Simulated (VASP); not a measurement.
# NaAl15N15 (a cell with a defect) in VASP: a series of runs, part 2 of 2

VASP 6.6.1.

## 3. Single point, PBE

Contents of INCAR:

```
SYSTEM = NaAl15N15
  PREC = Accurate
  ENCUT = 520
  EDIFF = 1E-6
  ISMEAR = 0
  SIGMA = 0.01
  LREAL = Auto
  LASPH = .TRUE.
  NELM = 120
  ALGO = Normal
  ISIF = 2
  LWAVE = .FALSE.
  LCHARG = .TRUE.
  GGA = PE
  LELF = .TRUE.
  LVHAR = .TRUE.
  NBANDS = 84
  NELECT = 126.0
  GGA_COMPAT = .FALSE.
  ISYM = -1
```

Contents of KPOINTS:

```
explicit points
1
Reciprocal
  0.25000000   0.25000000   0.25000000 1
```

Contents of POSCAR:

```
NaAl15N15
1.0
    6.2595139102      0.0000000601      0.0000000000
   -3.1297570100      5.4208980298      0.0000000000
    0.0000000000      0.0000000000     10.0348065900
Al Na N
15 1 15
Direct
    0.3306553447      0.1703779515      0.1847407434
    0.3312831049      0.1695511745      0.7599060968
    0.1586058518      0.3424593753      0.9939217692
    0.3341747645      0.6753687296      0.2511833916
    0.1441836760      0.7723337492      0.5150119459
    0.3348446230      0.6623882047      0.7537290264
    0.1565622418      0.8228069778      0.9986142416
    0.8260112391      0.1669714663      0.2511365701
    0.7287674629      0.3564264813      0.5150798586
    0.8385372873      0.1660738835      0.7537688252
    0.6781440884      0.3443881331      0.9986808103
    0.8294463252      0.6714339179      0.2516395340
    0.6605365016      0.8403837735      0.5044400936
    0.8284212327      0.6726643749      0.7532755981
    0.6638130207      0.8371086833      1.0031092308
    0.2016214176      0.2996984598      0.4845890290
    0.1626510310      0.3388975583      0.1903760147
    0.3317934522      0.1690416494      0.9570501144
    0.1699872890      0.3309403753      0.7095010016
    0.3463518430      0.6982961459      0.4343884954
    0.1590847508      0.8302524111      0.1895714067
    0.3328607178      0.6753089493      0.9425036561
    0.1682801887      0.8358822367      0.6948722750
    0.8029107401      0.1543714389      0.4343626438
    0.6707798572      0.3417004503      0.1895911281
    0.8255003140      0.1679764379      0.9424793366
    0.6651404568      0.3328353038      0.6948805677
    0.8299477106      0.6702238597      0.4444379134
    0.6664381067      0.8347277338      0.1901080588
    0.8284339152      0.6723470383      0.9399301913
    0.6661556875      0.8348668519      0.6930814922
```

Potentials or basis: VASP PAW PBE potentials, release 64 (Al, Na_pv, N).

Run with:

```console
$ cat potpaw_PBE.64/Al/POTCAR potpaw_PBE.64/Na_pv/POTCAR potpaw_PBE.64/N/POTCAR > POTCAR
$ mpirun -np 1 vasp_std > vasp.out
```

OUTCAR:

```text
SYSTEM = NaAl15N15
   PREC = Accurate
   ENCUT = 520
   EDIFF = 1E-6
   ISMEAR = 0
   LREAL = Auto
   LASPH = .TRUE.
   NELM = 120
   ISIF = 2
   GGA = PE
   NELECT = 126.0
   ISYM = -1

 ion  position               nearest neighbor table
   1  0.331  0.170  0.185-  17 1.83  25 1.84  21 1.84  18 2.28  11 2.65   7 2.65   3 2.67   4 3.18
                             8 3.18  12 3.20  12 3.20   8 3.22   4 3.22
   2  0.331  0.170  0.760-  19 1.82  23 1.92  27 1.92  18 1.98   3 3.00   7 3.04  11 3.05  10 3.07
                             6 3.07  14 3.13  14 3.13   6 3.19  10 3.19   5 3.27   9 3.27
   3  0.159  0.342  0.994-  22 1.88  26 1.88  18 1.91  17 1.97   1 2.67   6 2.97  10 2.97   2 3.00
                             7 3.01  11 3.01  15 3.13  15 3.13   8 3.15   4 3.15  11 3.25   7 3.25
   4  0.334  0.675  0.251-  20 1.84  21 1.89  29 1.90  17 1.92  15 3.06   8 3.08   5 3.08   7 3.09
                            13 3.10  12 3.11  12 3.15   3 3.15   1 3.18   8 3.18   1 3.22
   5  0.144  0.772  0.515-  20 1.75  23 1.84  28 1.88   9 2.60   6 2.91  14 2.96  13 3.04   4 3.08
                            12 3.17  13 3.26   2 3.27
   6  0.335  0.662  0.754-  19 1.85  22 1.90  31 1.90  23 1.94   5 2.91   3 2.97  14 3.06  13 3.06
                             7 3.07  15 3.07   2 3.07  10 3.11  10 3.15   2 3.19  14 3.20
   7  0.157  0.823  0.999-  22 1.85  30 1.88  21 1.92  18 1.92   1 2.65  11 2.99   3 3.01  14 3.04
                             2 3.04   6 3.07   4 3.09  12 3.10  15 3.13  15 3.13   3 3.25  11 3.26
   8  0.826  0.167  0.251-  24 1.84  25 1.89  29 1.90  17 1.92  15 3.06   4 3.08   9 3.08  11 3.09
                            13 3.10  12 3.11  12 3.15   3 3.15   4 3.18   1 3.18   1 3.22
   9  0.729  0.356  0.515-  24 1.75  27 1.84  28 1.88   5 2.60  10 2.91  14 2.96  13 3.04   8 3.08
                            12 3.17  13 3.27   2 3.27
  10  0.839  0.166  0.754-  19 1.85  26 1.90  31 1.90  27 1.94   9 2.91   3 2.97  14 3.06  13 3.06
                            11 3.07  15 3.07   2 3.07   6 3.11   6 3.15   2 3.19  14 3.20
  11  0.678  0.344  0.999-  26 1.85  30 1.87  25 1.92  18 1.92   1 2.65   7 2.99   3 3.01  14 3.04
                             2 3.05  10 3.07   8 3.09  12 3.10  15 3.13  15 3.13   3 3.25   7 3.26
  12  0.829  0.671  0.252-  29 1.87  21 1.89  25 1.89  28 1.93  15 3.07  11 3.10   7 3.10   4 3.11
                             8 3.11  13 3.13   8 3.15   4 3.15   5 3.17   9 3.17   1 3.20   1 3.20
  13  0.661  0.840  0.504-  24 1.84  20 1.84  31 1.89  28 1.94   9 3.04   5 3.04   6 3.06  10 3.06
                            14 3.09   4 3.10   8 3.10  12 3.13   5 3.26   9 3.27
  14  0.828  0.673  0.753-  31 1.86  30 1.87  27 1.93  23 1.93   5 2.96   9 2.96   7 3.04  11 3.04
[... 172 lines left out ...]
 number of electron     125.9999999 magnetization

 Free energy of the ion-electron system (eV)
  ---------------------------------------------------
  ext. energy  EPLUGINS =         0.00000000
  ---------------------------------------------------
  free energy    TOTEN  =      -229.65184239 eV

  energy without entropy =     -229.65184239  energy(sigma->0) =     -229.65184239

 E-fermi :   6.0490     XC(G=0): -10.5829

 val. band max:        5.9994088333   @ k =   0.2500   0.2500   0.2500
 cond. band min:       8.2350476382   @ k =   0.2500   0.2500   0.2500
 fundamental gap:      2.2356388049
 Fermi energy:         6.0489813263

 k-point     1 :       0.2500    0.2500    0.2500
  band No.  band energies     occupation
      1     -15.9991      2.00000
      2     -15.9406      2.00000
      3     -15.8943      2.00000
      4      -9.0447      2.00000
      5      -8.7269      2.00000
      6      -8.4610      2.00000
[... 67 lines left out ...]
     74      12.2724      0.00000
     75      12.5430      0.00000
 [bands above 75 left out]

------------------------ aborting loop because EDIFF is reached ----------------------------------------

  FORCE on cell =-STRESS in cart. coord.  units (eV):
  Direction    XX          YY          ZZ          XY          YZ          ZX
  --------------------------------------------------------------------------------------
  -------------------------------------------------------------------------------------
  Total        1.7704660     -3.8649704      4.7963950     -5.0032007     -0.4108914      1.0147644
  in kB        8.3306198    -18.1859460     22.5686023    -23.5416907     -1.9333782      4.7747975
  external PRESSURE =       4.2377587 kB  Pullay stress =       0.0000000 kB

 VOLUME and BASIS-vectors are now :
 -----------------------------------------------------------------------------
  energy-cutoff  :      520.00
  volume of cell :      340.50
      direct lattice vectors                 reciprocal lattice vectors
     6.259513910  0.000000060  0.000000000     0.159756813  0.092235641  0.000000000
    -3.129757010  5.420898030  0.000000000    -0.000000002  0.184471279  0.000000000
     0.000000000  0.000000000 10.034806590     0.000000000  0.000000000  0.099653141

 POSITION                                       TOTAL-FORCE (eV/Angst)
 -----------------------------------------------------------------------------------
      1.53650      0.92360      1.85384         0.007757      0.007955     -0.007117
      1.54302      0.91912      7.62551         0.003591     -0.001855     -0.002819
     -0.07902      1.85644      9.97381        -0.001231     -0.011948      0.000690
     -0.02197      3.66111      2.52058         0.003194     -0.003073     -0.004626
     -1.51470      4.18674      5.16805        -0.008967     -0.007609      0.012166
      0.02285      3.59074      7.56353         0.002417      0.006000     -0.000634
[... 23 lines left out ...]
      3.08131      3.64472      9.43202         0.010486      0.004670      0.002252
      1.55688      4.52573      6.95494        -0.009099     -0.004953     -0.002454
 -----------------------------------------------------------------------------------
    total drift:                               -0.011124     -0.003900      0.019353

  FREE ENERGIE OF THE ION-ELECTRON SYSTEM (eV)
  ---------------------------------------------------
  free  energy   TOTEN  =      -229.6518423867 eV

  energy  without entropy=     -229.6518423867  energy(sigma->0) =     -229.65184239
```

OSZICAR:

```text
N       E                     dE             d eps       ncg     rms          rms(c)
DAV:   1     0.690139878952E+03    0.69014E+03   -0.58209E+04   168   0.139E+03
DAV:   2    -0.180145718878E+03   -0.87029E+03   -0.82713E+03   208   0.307E+02
DAV:   3    -0.264275605402E+03   -0.84130E+02   -0.83157E+02   204   0.105E+02
DAV:   4    -0.266924337560E+03   -0.26487E+01   -0.26342E+01   200   0.211E+01
DAV:   5    -0.267023157625E+03   -0.98820E-01   -0.98705E-01   224   0.388E+00    0.335E+01
DAV:   6    -0.229984623899E+03    0.37039E+02   -0.14920E+02   200   0.361E+01    0.120E+01
DAV:   7    -0.229958442133E+03    0.26182E-01   -0.62453E+00   224   0.898E+00    0.799E+00
DAV:   8    -0.229703719644E+03    0.25472E+00   -0.11117E+00   192   0.422E+00    0.183E+00
DAV:   9    -0.229646403439E+03    0.57316E-01   -0.23224E-01   216   0.218E+00    0.815E-01
DAV:  10    -0.229650038663E+03   -0.36352E-02   -0.89856E-02   192   0.982E-01    0.500E-01
DAV:  11    -0.229651086365E+03   -0.10477E-02   -0.94718E-03   224   0.461E-01    0.260E-01
DAV:  12    -0.229651697110E+03   -0.61074E-03   -0.24341E-03   192   0.236E-01    0.680E-02
DAV:  13    -0.229651821590E+03   -0.12448E-03   -0.65145E-04   208   0.102E-01    0.364E-02
DAV:  14    -0.229651839233E+03   -0.17643E-04   -0.85929E-05   208   0.471E-02    0.132E-02
DAV:  15    -0.229651841755E+03   -0.25217E-05   -0.21616E-05   208   0.203E-02    0.791E-03
DAV:  16    -0.229651842387E+03   -0.63217E-06   -0.90647E-06   192   0.135E-02
   1 F= -.22965184E+03 E0= -.22965184E+03  d E =-.119931E-12
```

It took 51 s on 1 thread of AMD EPYC 9R45 (Zen 5), shared host; peak memory 0.39 GiB.

Results:

| Property | Result |
| --- | --- |
| Free energy | -229.6518 eV |
| Largest force | 0.022 eV/Å |

Forces in eV/Å, atoms in the order of the input:
```
Al   0.008  0.008 -0.007
Al   0.004 -0.002 -0.003
Al  -0.001 -0.012  0.001
Al   0.003 -0.003 -0.005
Al  -0.009 -0.008  0.012
Al   0.002  0.006 -0.001
Al  -0.006  0.003  0.001
Al  -0.006  0.003  0.007
Al   0.004  0.015  0.001
Al   0.003  0.003 -0.006
Al  -0.005 -0.003  0.004
Al   0.001 -0.001  0.007
Al   0.002 -0.004  0.004
Al   0.001  0.002  0.004
Al  -0.006  0.000 -0.001
Na   0.016 -0.011 -0.005
N   -0.014  0.010 -0.002
N    0.008  0.003 -0.011
N   -0.010 -0.003  0.010
N    0.008  0.015 -0.009
N   -0.006 -0.011  0.003
N    0.014  0.006 -0.002
N   -0.003  0.002  0.004
N   -0.005 -0.013 -0.017
N   -0.008 -0.005 -0.001
N    0.011  0.002  0.010
N    0.000 -0.004  0.012
N   -0.002  0.010 -0.004
N   -0.003 -0.007 -0.005
N    0.010  0.005  0.002
N   -0.009 -0.005 -0.002
```

Levels at points of the mesh, in eV from the Fermi level:
| k point | band 61 | band 62 | band 63 | band 64 | band 65 | band 66 |
| --- | --- | --- | --- | --- | --- | --- |
| (0.25, 0.25, 0.25) | -0.88 | -0.72 | -0.05 | 2.19 | 3.87 | 4.26 |

Caveat: the cell carries a net charge on a neutralising background, which shifts energy and pressure; the cell is charged against a uniform background, so pressure and absolute levels hang on convention.
